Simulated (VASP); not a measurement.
# MgS (P1) in VASP: further runs, part 2 of 2

VASP 6.6.1. The steps go on from the part before.

## 5. Single point, PBE (dynamics (nve) at 2600 K, volume x 1.1, from the last frame before)

The input, INCAR:

```
  PREC = Accurate
  ENCUT = 520
  EDIFF = 1E-6
  ISMEAR = -1
  SIGMA = 0.2241
  LREAL = Auto
  LASPH = T
  NELM = 100
  ALGO = Normal
  ISIF = 2
  LWAVE = F
  LCHARG = F
  GGA = PE
  NBANDS = 46
```

The input, KPOINTS:

```
Automatic mesh
0
Gamma
  2 2 2
  0.5 0.5 0.5
```

The input, POSCAR:

```
MgS
1.0
    5.8491469780      0.0000000000      5.8491469780
    5.8491469780      5.8491469780      0.0000000000
    0.0000000000      5.8491469780      5.8491469780
Mg S
8 8
Direct
   -0.0369325648      0.0930181789      0.0299137636
    0.0204832432      0.5231787663      0.0107264359
    0.5096172162      0.0059536887     -0.0383618331
    0.4710062870      0.5274413537     -0.0083605353
    0.0001719909     -0.0678731448      0.5231444878
   -0.0070673553      0.4373771098      0.4960126683
    0.5124525014     -0.0057211761      0.5031860220
    0.5010874254      0.4984302858      0.4748099185
    0.3664511266      0.3851581279      0.3878144127
    0.3974732570      0.8631108979      0.3930059389
    0.8743807463      0.3608203911      0.3461732980
    0.8770133524      0.8233178305      0.3814947732
    0.3691668218      0.3623477078      0.8742261084
    0.3809654653      0.8691060456      0.8840511308
    0.8675137621      0.4251337006      0.8654722678
    0.8891581148      0.9020557219      0.8745313666
```

Potentials or basis: VASP PAW PBE potentials, release 64 (Mg, S).

Command:

```
cat potpaw_PBE.64/Mg/POTCAR potpaw_PBE.64/S/POTCAR > POTCAR
mpirun -np 1 vasp_std > vasp.out
```

OUTCAR:

```text
PREC = Accurate
   ENCUT = 520
   EDIFF = 1E-6
   ISMEAR = -1
   LREAL = Auto
   LASPH = T
   NELM = 100
   ISIF = 2
   GGA = PE

 ion  position               nearest neighbor table
   1  0.963  0.093  0.030-  15 2.28  12 2.64  16 2.88  14 2.92
   2  0.020  0.523  0.011-  11 2.35  13 2.40  16 2.56  15 2.69   6 3.61
   3  0.510  0.006  0.962-  14 2.33  13 2.42  16 2.60  10 2.93
   4  0.471  0.527  0.992-  14 2.32  13 2.61   9 2.68  15 2.69
   5  0.000  0.932  0.523-  16 2.49  12 2.53  10 2.74  11 2.91
   6  0.993  0.437  0.496-  11 2.35   9 2.61  12 2.61  15 2.66   2 3.61
   7  0.512  0.994  0.503-  10 2.41  12 2.50  14 2.57   9 2.64
   8  0.501  0.498  0.475-   9 2.27  10 2.50  11 2.52  13 2.70
   9  0.366  0.385  0.388-   8 2.27   6 2.61   7 2.64   4 2.68
  10  0.397  0.863  0.393-   7 2.41   8 2.50   5 2.74   3 2.93
  11  0.874  0.361  0.346-   2 2.35   6 2.35   8 2.52   5 2.91
  12  0.877  0.823  0.381-   7 2.50   5 2.53   6 2.61   1 2.64
  13  0.369  0.362  0.874-   2 2.40   3 2.42   4 2.61   8 2.70
  14  0.381  0.869  0.884-   4 2.32   3 2.33   7 2.57   1 2.92
  15  0.868  0.425  0.865-   1 2.28   6 2.66   2 2.69   4 2.69
  16  0.889  0.902  0.875-   5 2.49   2 2.56   3 2.60   1 2.88

  LATTYP: Found a face centered cubic cell.
 ALAT       =    11.6982939560

  Lattice vectors:

 A1 = (   5.8491469780,   0.0000000000,   5.8491469780)
 A2 = (   5.8491469780,   5.8491469780,   0.0000000000)
 A3 = (   0.0000000000,   5.8491469780,   5.8491469780)

Analysis of symmetry for initial positions (statically):
=====================================================================
 Subroutine PRICEL returns:
 Original cell was already a primitive cell.

 Routine SETGRP: Setting up the symmetry group for a
 face centered cubic supercell.

 Subroutine GETGRP returns: Found  1 space group operations
 (whereof  1 operations were pure point group operations)
 out of a pool of 48 trial point group operations.

The static configuration has the point symmetry C_1 .

Analysis of symmetry for dynamics (positions and initial velocities):
=====================================================================
 Subroutine PRICEL returns:
 Original cell was already a primitive cell.

 Routine SETGRP: Setting up the symmetry group for a
 face centered cubic supercell.

 Subroutine GETGRP returns: Found  1 space group operations
 (whereof  1 operations were pure point group operations)
 out of a pool of 48 trial point group operations.

The dynamic configuration has the point symmetry C_1 .

 Subroutine INISYM returns: Found  1 space group operations
 (whereof  1 operations are pure point group operations),
 and found     1 'primitive' translations

----------------------------------------------------------------------------------------

                                     Primitive cell

  volume of cell :     400.2281

  direct lattice vectors                    reciprocal lattice vectors
     5.849146978  0.000000000  5.849146978     0.085482550 -0.085482550  0.085482550
     5.849146978  5.849146978  0.000000000     0.085482550  0.085482550 -0.085482550
     0.000000000  5.849146978  5.849146978    -0.085482550  0.085482550  0.085482550

  length of vectors
     8.271942985  8.271942985  8.271942985     0.148060120  0.148060120  0.148060120

[... 62 lines left out ...]

 Following reciprocal coordinates:
            Coordinates               Weight
  0.250000  0.250000  0.250000      2.000000
  0.250000  0.000000  0.000000      2.000000
  0.000000  0.000000 -0.250000      2.000000
  0.000000  0.250000  0.000000      2.000000
 -0.250000  0.250000  0.250000      2.000000
  0.250000 -0.250000  0.250000      2.000000
[... 8 lines left out ...]
  0.000000  0.250000  0.500000      2.000000
  0.500000  0.250000  0.000000      2.000000
   k-points           NKPTS =     16   k-points in BZ     NKDIM =     16   number of bands    NBANDS=     46
   number of dos      NEDOS =    301   number of ions     NIONS =     16
   total plane-waves  NPLWV = 262144
   dimension x,y,z NGX =    64 NGY =   64 NGZ =   64
   dimension x,y,z NGXF=   128 NGYF=  128 NGZF=  128
   ions per type =               8   8
   NGX,Y,Z   is equivalent  to a cutoff of  12.86, 12.86, 12.86 a.u.
   NGXF,Y,Z  is equivalent  to a cutoff of  25.72, 25.72, 25.72 a.u.
 SYSTEM =  unknown system
   PREC   = accura    normal or accurate (medium, high low for compatibility)
   ISTART =      0    job   : 0-new  1-cont  2-samecut
   ICHARG =      2    charge: 1-file 2-atom 10-const
   ISPIN  =      1    spin polarized calculation?
   LNONCOLLINEAR =      F non collinear calculations
   LSORBIT =      F    spin-orbit coupling
   LASPH  =      T    aspherical Exc in radial PAW
   ENCUT  =  520.0 eV  38.22 Ry    6.18 a.u.  15.38 15.38 15.38*2*pi/ulx,y,z
   NELM   =    100;   NELMIN=  2; NELMDL= -5     # of ELM steps
   EDIFF  = 0.1E-05   stopping-criterion for ELM
   LREAL  =      T    real-space projection
   EDIFFG = 0.1E-04   stopping-criterion for IOM
   NSW    =      0    number of steps for IOM
   IBRION =     -1    ionic relax: 0-MD 1-quasi-New 2-CG
   NFREE  =      0    steps in history (QN), initial steepest desc. (CG)
   ISIF   =      2    stress and relaxation
   ISYM   =      2    0-nonsym 1-usesym 2-fastsym
   POTIM  = 0.5000    time-step for ionic-motion
   TEBEG  =    0.0;   TEEND  =   0.0 temperature during run
   PSTRESS=    0.0 pullay stress
   NELECT =      64.0000    total number of electrons
   NUPDOWN=      -1.0000    fix difference up-down
   EMIN   =  10.00;   EMAX   =-10.00  energy-range for DOS
   EFERMI =   0.00;   METHOD = LEGACY
   ISMEAR =    -1;   SIGMA  =   0.22  broadening in eV -4-tet -1-fermi 0-gaus
   EFERMI_NEDOS =   21; number of points for ismear=-14 and -15
   IALGO  =     38    algorithm
   IMIX   =      4    mixing-type and parameters
     AMIX     =   0.40;   BMIX     =  1.00
     AMIX_MAG =   1.60;   BMIX_MAG =  1.00
  volume/ion in A,a.u.               =      25.01       168.80
  Fermi-wavevector in a.u.,A,eV,Ry     =   0.888585  1.679182 10.742932  0.789583
  Thomas-Fermi vector in A             =   2.010034
   LORBIT       =      0    0 simple, 1 ext, 2 COOP (PROOUT), +10 PAW based schemes
   GGA     = PE    functional components
[... 5 lines left out ...]
 non-spin polarized calculation
  energy-cutoff  :      520.00
  volume of cell :      400.23
 maximum number of plane-waves:     10786
 NGX is ok and might be reduce to    64
   NGX = 31   NGY = 31   NGZ = 31

 number of electron      64.0000000 magnetization

 Free energy of the ion-electron system (eV)
  ---------------------------------------------------
  ext. energy  EPLUGINS =         0.00000000
  ---------------------------------------------------
  free energy    TOTEN  =       -64.85806532 eV

  energy without entropy =      -64.85147125  energy(sigma->0) =      -64.85476828

 E-fermi :   2.4957     XC(G=0):  -8.0527

 val. band max:        0.9142320632   @ k =   0.0000   0.2500   0.0000
 cond. band min:       3.7813510056   @ k =   0.2500   0.0000   0.0000
 fundamental gap:      2.8671189423
 Fermi energy:         2.4957368674

 k-point     1 :       0.2500    0.2500    0.2500
  band No.  band energies     occupation
      1     -10.4719      2.00000
      2     -10.1668      2.00000
      3     -10.0082      2.00000
      4      -9.9393      2.00000
      5      -9.8815      2.00000
      6      -9.7942      2.00000
[... 741 lines left out ...]
     43       6.7366      0.00000
     44       6.9485      0.00000
 [bands above 44 left out]

------------------------ aborting loop because EDIFF is reached ----------------------------------------

  FORCE on cell =-STRESS in cart. coord.  units (eV):
  Direction    XX          YY          ZZ          XY          YZ          ZX
  --------------------------------------------------------------------------------------
  -------------------------------------------------------------------------------------
  Total       -7.3817976     -8.9662434     -6.3307640      1.4718564      0.3015102      0.1537352
  in kB      -29.5505193    -35.8933097    -25.3430633      5.8920770      1.2069935      0.6154265
  external PRESSURE =     -30.2622974 kB  Pullay stress =       0.0000000 kB

 VOLUME and BASIS-vectors are now :
 -----------------------------------------------------------------------------
  energy-cutoff  :      520.00
  volume of cell :      400.23
      direct lattice vectors                 reciprocal lattice vectors
     5.849146978  0.000000000  5.849146978     0.085482550 -0.085482550  0.085482550
     5.849146978  5.849146978  0.000000000     0.085482550  0.085482550 -0.085482550
     0.000000000  5.849146978  5.849146978    -0.085482550  0.085482550  0.085482550

 POSITION                                       TOTAL-FORCE (eV/Angst)
 -----------------------------------------------------------------------------------
      6.17720      0.71905      5.80809        -1.234802     -1.488035      0.873267
      3.17996      3.12289      0.18255         0.202753     -0.176633     -1.220454
      3.01565      5.65959      8.60559         0.238165      0.526962      1.460555
      5.84007      8.88533      8.55523        -0.461721     -0.690632      0.966762
      5.45315      8.51210      3.06095         0.661016      0.018688      0.308134
      8.36609      5.45953      8.70906         0.771892      1.005070      0.745595
[... 8 lines left out ...]
      7.56089      7.54894     10.13649         0.075274      0.129215     -0.772854
     10.47707     10.39152     10.31608        -0.290366     -0.071698     -0.267203
 -----------------------------------------------------------------------------------
    total drift:                               -0.002355      0.002693     -0.001458

  FREE ENERGIE OF THE ION-ELECTRON SYSTEM (eV)
  ---------------------------------------------------
  free  energy   TOTEN  =       -64.8580653185 eV

  energy  without entropy=      -64.8514712508  energy(sigma->0) =      -64.85476828
```

It took 7.3 min on 1 thread of AMD EPYC 7R13 (Zen 3), shared host; peak memory 0.6 GiB.

What came out:

* Free energy: -64.8581 eV
* Pressure: -3.0 GPa
* Largest force: 2.122 eV/Å
* Band gap on the k mesh: 2.87 eV, indirect (least direct gap 2.90 eV)

Forces on the atoms (eV/Å):
```
Mg  -1.235 -1.488  0.873
Mg   0.203 -0.177 -1.220
Mg   0.238  0.527  1.461
Mg  -0.462 -0.691  0.967
Mg   0.661  0.019  0.308
Mg   0.772  1.005  0.746
Mg  -0.118  0.212 -0.018
Mg   0.839  1.130  0.806
S   -1.165 -1.465 -0.995
S   -0.654 -0.424 -1.137
S   -1.089 -0.096  0.531
S    1.066  0.624 -0.151
S    0.955  0.203  0.122
S    0.205  0.562 -1.252
S    0.075  0.129 -0.773
S   -0.290 -0.072 -0.267
```

Stress tensor (GPa, compression positive):
```
-2.96  0.59  0.06
 0.59 -3.59  0.12
 0.06  0.12 -2.53
```

Levels at points of the mesh, in eV from the valence-band top:
| k point | band 28 | band 29 | band 30 | band 31 | band 32 | band 33 | band 34 | band 35 | band 36 | band 37 |
| --- | --- | --- | --- | --- | --- | --- | --- | --- | --- | --- |
| (0.25, 0.25, 0.25) | -0.62 | -0.55 | -0.38 | -0.23 | -0.02 | 2.90 | 3.47 | 3.82 | 3.94 | 4.32 |

Caveat: forces of over 1 eV/Å act on the atoms, so gaps and moduli don't describe the material at rest.
